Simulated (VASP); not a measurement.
# Si (Fd-3m) in VASP: further runs

The runs below take Si through single point, with revPBE, RPBE, BLYP.

Program: VASP 6.6.1. These are calculated values, not measurements. Logs are shortened: lines on timing, memory, paths and dates and some standing lists are left out, and cuts for length are marked.

**1. The cell of the first run**

Symmetry: Fd-3m, No. 227, cubic system. The conventional cell has a = 5.427 Å, b = 5.427 Å, c = 5.427 Å, α = 90.00°, β = 90.00°, γ = 90.00°. Si (site symmetry -43m) has 4 Si at 2.35 Å within 3.1 Å.

**2. Single point, revPBE**

Contents of INCAR:

```
ALGO     = Normal         # electronic algorithm
EDIFF    = 1E-6           # SCF threshold, eV
ENCUT    = 500            # plane-wave cutoff, eV
GGA      = RE             # functional
GGA_COMPAT= F            
ISIF     = 2              # what is computed and relaxed
ISMEAR   = 0              # smearing method
LASPH    = T              # aspherical terms in the spheres
LCHARG   = F              # write CHGCAR
LREAL    = F              # projectors in reciprocal space
LWAVE    = F              # write WAVECAR
NBANDS   = 11             # bands
NELM     = 120            # most SCF steps
PREC     = Accurate       # precision mode
SIGMA    = 0.01           # smearing width, eV
```

Contents of KPOINTS:

```
k-points
0
Gamma
  8 8 8
```

Contents of POSCAR:

```
Si
1.0
    0.0000000000      2.7135600000      2.7135600000
    2.7135600000      0.0000000000      2.7135600000
    2.7135600000      2.7135600000      0.0000000000
Si
2
Direct
    0.7500000000      0.7500000000      0.7500000000
    0.5000000000      0.5000000000      0.5000000000
```

Potentials or basis: VASP PAW PBE potentials, release 64 (Si).

Launch:

```console
$ cat potpaw_PBE.64/Si/POTCAR > POTCAR
$ mpirun -np 1 vasp_std > vasp.out
```

OUTCAR:

```text
EDIFF = 1E-6
   ENCUT = 500
   GGA = RE
   ISIF = 2
   ISMEAR = 0
   LASPH = T
   LREAL = F
   NELM = 120
   PREC = Accurate

 ion  position               nearest neighbor table
   1  0.750  0.750  0.750-   2 2.35   2 2.35   2 2.35   2 2.35
   2  0.500  0.500  0.500-   1 2.35   1 2.35   1 2.35   1 2.35

  LATTYP: Found a face centered cubic cell.
 ALAT       =     5.4271200000

  Lattice vectors:

 A1 = (   0.0000000000,   2.7135600000,   2.7135600000)
 A2 = (   2.7135600000,   0.0000000000,   2.7135600000)
 A3 = (   2.7135600000,   2.7135600000,   0.0000000000)

Analysis of symmetry for initial positions (statically):
=====================================================================
 Subroutine PRICEL returns:
 Original cell was already a primitive cell.

 Routine SETGRP: Setting up the symmetry group for a
 face centered cubic supercell.

 Subroutine GETGRP returns: Found 48 space group operations
 (whereof 24 operations were pure point group operations)
 out of a pool of 48 trial point group operations.

The static configuration has the point symmetry T_d .
 The point group associated with its full space group is O_h .

Analysis of symmetry for dynamics (positions and initial velocities):
=====================================================================
 Subroutine PRICEL returns:
 Original cell was already a primitive cell.

 Routine SETGRP: Setting up the symmetry group for a
 face centered cubic supercell.

 Subroutine GETGRP returns: Found 48 space group operations
 (whereof 24 operations were pure point group operations)
 out of a pool of 48 trial point group operations.

The dynamic configuration has the point symmetry T_d .
 The point group associated with its full space group is O_h .

 Subroutine INISYM returns: Found 48 space group operations
 (whereof 24 operations are pure point group operations),
 and found     1 'primitive' translations

----------------------------------------------------------------------------------------

                                     Primitive cell

  volume of cell :      39.9621

  direct lattice vectors                    reciprocal lattice vectors
     0.000000000  2.713560000  2.713560000    -0.184259792  0.184259792  0.184259792
     2.713560000  0.000000000  2.713560000     0.184259792 -0.184259792  0.184259792
     2.713560000  2.713560000  0.000000000     0.184259792  0.184259792 -0.184259792

  length of vectors
     3.837553354  3.837553354  3.837553354     0.319147321  0.319147321  0.319147321

  position of ions in fractional coordinates (direct lattice)
     0.750000000  0.750000000  0.750000000
     0.500000000  0.500000000  0.500000000

  ion indices of the primitive-cell ions
   primitive index   ion index
                 1           1
                 2           2

----------------------------------------------------------------------------------------

 KPOINTS: k-points

Automatic generation of k-mesh.
 Grid dimensions read from file:
 generate k-points for:    8    8    8

 Generating k-lattice:

  Cartesian coordinates                     Fractional coordinates (reciprocal lattice)
    -0.023032474  0.023032474  0.023032474     0.125000000  0.000000000  0.000000000
     0.023032474 -0.023032474  0.023032474     0.000000000  0.125000000  0.000000000
     0.023032474  0.023032474 -0.023032474     0.000000000  0.000000000  0.125000000

  Length of vectors
     0.039893415  0.039893415  0.039893415

  Shift w.r.t. Gamma in fractional coordinates (k-lattice)
     0.000000000  0.000000000  0.000000000

 Subroutine IBZKPT returns following result:
 ===========================================

 Found     29 irreducible k-points:

 Following reciprocal coordinates:
            Coordinates               Weight
  0.000000  0.000000  0.000000      1.000000
  0.125000  0.000000  0.000000      8.000000
  0.250000  0.000000  0.000000      8.000000
  0.375000  0.000000  0.000000      8.000000
  0.500000  0.000000  0.000000      4.000000
  0.125000  0.125000  0.000000      6.000000
[... 16 lines left out ...]
  0.500000  0.250000  0.125000     48.000000
 -0.375000  0.250000  0.125000     24.000000
 [... further k-points ...]
   k-points           NKPTS =     29   k-points in BZ     NKDIM =     29   number of bands    NBANDS=     11
   number of dos      NEDOS =    301   number of ions     NIONS =      2
   total plane-waves  NPLWV =  21952
   dimension x,y,z NGX =    28 NGY =   28 NGZ =   28
   dimension x,y,z NGXF=    56 NGYF=   56 NGZF=   56
   ions per type =               2
   NGX,Y,Z   is equivalent  to a cutoff of  12.13, 12.13, 12.13 a.u.
   NGXF,Y,Z  is equivalent  to a cutoff of  24.26, 24.26, 24.26 a.u.
 SYSTEM =  unknown system
   PREC   = accura    normal or accurate (medium, high low for compatibility)
   ISTART =      0    job   : 0-new  1-cont  2-samecut
   ICHARG =      2    charge: 1-file 2-atom 10-const
   ISPIN  =      1    spin polarized calculation?
   LNONCOLLINEAR =      F non collinear calculations
   LSORBIT =      F    spin-orbit coupling
   LASPH  =      T    aspherical Exc in radial PAW
   ENCUT  =  500.0 eV  36.75 Ry    6.06 a.u.   7.00  7.00  7.00*2*pi/ulx,y,z
   NELM   =    120;   NELMIN=  2; NELMDL= -5     # of ELM steps
   EDIFF  = 0.1E-05   stopping-criterion for ELM
   LREAL  =      F    real-space projection
   EDIFFG = 0.1E-04   stopping-criterion for IOM
   NSW    =      0    number of steps for IOM
   IBRION =     -1    ionic relax: 0-MD 1-quasi-New 2-CG
   NFREE  =      0    steps in history (QN), initial steepest desc. (CG)
   ISIF   =      2    stress and relaxation
   ISYM   =      2    0-nonsym 1-usesym 2-fastsym
   POTIM  = 0.5000    time-step for ionic-motion
   TEBEG  =    0.0;   TEEND  =   0.0 temperature during run
   PSTRESS=    0.0 pullay stress
   NELECT =       8.0000    total number of electrons
   NUPDOWN=      -1.0000    fix difference up-down
   EMIN   =  10.00;   EMAX   =-10.00  energy-range for DOS
   EFERMI =   0.00;   METHOD = LEGACY
   ISMEAR =     0;   SIGMA  =   0.01  broadening in eV -4-tet -1-fermi 0-gaus
   EFERMI_NEDOS =   21; number of points for ismear=-14 and -15
   IALGO  =     38    algorithm
   IMIX   =      4    mixing-type and parameters
     AMIX     =   0.40;   BMIX     =  1.00
     AMIX_MAG =   1.60;   BMIX_MAG =  1.00
  volume/ion in A,a.u.               =      19.98       134.84
  Fermi-wavevector in a.u.,A,eV,Ry     =   0.957684  1.809760 12.478691  0.917158
  Thomas-Fermi vector in A             =   2.086724
   LORBIT       =      0    0 simple, 1 ext, 2 COOP (PROOUT), +10 PAW based schemes
   GGA     = RE    functional components
   LHFCALC =     F    Hartree Fock is set to
   AEXX    =    0.0000 exact exchange contribution
   IVDW    =     0    specifies the selected vdW correction
   LEPSILON=     F    determine dielectric tensor
   LRPA    =     F    only Hartree local field effects (RPA)
 non-spin polarized calculation
 Gauss-broadening in eV      SIGMA  =   0.01
  energy-cutoff  :      500.00
  volume of cell :       39.96
 maximum number of plane-waves:      1036
   NGX = 13   NGY = 13   NGZ = 13

 number of electron       8.0000001 magnetization

 Free energy of the ion-electron system (eV)
  ---------------------------------------------------
  ext. energy  EPLUGINS =         0.00000000
  ---------------------------------------------------
  free energy    TOTEN  =       -10.41436872 eV

  energy without entropy =      -10.41436872  energy(sigma->0) =      -10.41436872

 E-fermi :   5.9992     XC(G=0):  -9.3525

 val. band max:        5.9005523734   @ k =   0.0000   0.0000   0.0000
 cond. band min:       6.5509347436   @ k =   0.3750   0.3750   0.0000
 fundamental gap:      0.6503823701
 Fermi energy:         5.9991591599

 k-point     1 :       0.0000    0.0000    0.0000
  band No.  band energies     occupation
      1      -6.0538      2.00000
      2       5.9006      2.00000
      3       5.9006      2.00000
      4       5.9006      2.00000
      5       8.4692      0.00000
      6       8.4692      0.00000
      7       8.4692      0.00000
      8       9.3911      0.00000
      9      13.5781      0.00000
     10      13.5781      0.00000
     11      14.0145      0.00000

 k-point     2 :       0.1250    0.0000    0.0000
  band No.  band energies     occupation
      1      -5.8494      2.00000
      2       4.3134      2.00000
      3       5.6118      2.00000
      4       5.6118      2.00000
      5       8.4421      0.00000
      6       8.8940      0.00000
      7       8.8940      0.00000
      8      10.7055      0.00000
      9      13.1099      0.00000
     10      13.1099      0.00000
     11      14.7886      0.00000

 k-point     3 :       0.2500    0.0000    0.0000
  band No.  band energies     occupation
      1      -5.2530      2.00000
      2       1.9881      2.00000
      3       5.1412      2.00000
      4       5.1412      2.00000
      5       7.9856      0.00000
      6       9.4109      0.00000
      7       9.4109      0.00000
      8      12.9130      0.00000
      9      13.0779      0.00000
     10      13.0779      0.00000
     11      15.0053      0.00000

 k-point     4 :       0.3750    0.0000    0.0000
  band No.  band energies     occupation
      1      -4.3582      2.00000
      2      -0.0323      2.00000
      3       4.8143      2.00000
      4       4.8143      2.00000
      5       7.6273      0.00000
      6       9.3528      0.00000
      7       9.3528      0.00000
      8      13.8771      0.00000
      9      14.4706      0.00000
     10      14.4706      0.00000
     11      15.7060      0.00000
[... 239 lines left out ...]
 k-point    22 :       0.3750    0.2500    0.1250
  band No.  band energies     occupation
      1      -4.7226      2.00000
      2       1.6283      2.00000
      3       3.1944      2.00000
      4       4.4756      2.00000
      5       8.3719      0.00000
      6       9.8427      0.00000
      7      10.1089      0.00000
      8      11.4188      0.00000
      9      13.7049      0.00000
     10      16.1883      0.00000
     11      17.0884      0.00000

 k-point    23 :       0.5000    0.2500    0.1250
  band No.  band energies     occupation
      1      -3.8331      2.00000
      2       0.0744      2.00000
      3       2.5895      2.00000
      4       3.9742      2.00000
      5       8.8051      0.00000
      6       9.4801      0.00000
      7      10.9485      0.00000
      8      11.8524      0.00000
      9      14.9395      0.00000
     10      15.6789      0.00000
     11      17.9588      0.00000

 k-point    24 :      -0.3750    0.2500    0.1250
  band No.  band energies     occupation
      1      -3.1800      2.00000
      2      -0.8717      2.00000
      3       2.4618      2.00000
      4       3.7444      2.00000
      5       9.0020      0.00000
      6       9.0530      0.00000
      7      11.8292      0.00000
      8      13.0411      0.00000
      9      13.3320      0.00000
     10      16.5025      0.00000
     11      17.6459      0.00000

 [... further k-points ...]
[... 5 lines left out ...]
  --------------------------------------------------------------------------------------
  -------------------------------------------------------------------------------------
  Total        0.8018381      0.8018381      0.8018381      0.0000000      0.0000000     -0.0000000
  in kB       32.1476308     32.1476308     32.1476308      0.0000000      0.0000000     -0.0000000
  external PRESSURE =      32.1476308 kB  Pullay stress =       0.0000000 kB

 VOLUME and BASIS-vectors are now :
 -----------------------------------------------------------------------------
  energy-cutoff  :      500.00
  volume of cell :       39.96
      direct lattice vectors                 reciprocal lattice vectors
     0.000000000  2.713560000  2.713560000    -0.184259792  0.184259792  0.184259792
     2.713560000  0.000000000  2.713560000     0.184259792 -0.184259792  0.184259792
     2.713560000  2.713560000  0.000000000     0.184259792  0.184259792 -0.184259792

 POSITION                                       TOTAL-FORCE (eV/Angst)
 -----------------------------------------------------------------------------------
      4.07034      4.07034      4.07034         0.000000     -0.000000      0.000000
      2.71356      2.71356      2.71356        -0.000000      0.000000     -0.000000
 -----------------------------------------------------------------------------------
    total drift:                                0.000000      0.000000     -0.000000

  FREE ENERGIE OF THE ION-ELECTRON SYSTEM (eV)
  ---------------------------------------------------
  free  energy   TOTEN  =       -10.4143687198 eV

  energy  without entropy=      -10.4143687198  energy(sigma->0) =      -10.41436872
```

Wall time 11 s (1 thread of Intel Xeon 6975P-C, shared host); peak memory 0.15 GiB.

What came out:

```yaml
Free_energy: -10.4144 eV
Pressure: 3.2 GPa
Band_gap_on_the_k_mesh: 0.65 eV, indirect (least direct gap 2.57 eV)
```

Levels at points of the mesh, in eV from the valence-band top:
```tsv
k point	band 1	band 2	band 3	band 4	band 5	band 6	band 7	band 8
(0.00, 0.00, 0.00)	-11.95	0.00	0.00	0.00	2.57	2.57	2.57	3.49
(0.50, 0.00, 0.00)	-9.62	-6.96	-1.20	-1.20	1.60	3.34	3.34	7.82
(0.50, 0.50, 0.00)	-7.80	-7.80	-2.85	-2.85	0.75	0.75	10.17	10.17
```

Caveat: the PAW data sets were made with another functional, which shifts forces and pressure a little. A k mesh can miss the band edges.

[end of part 1 of 2]
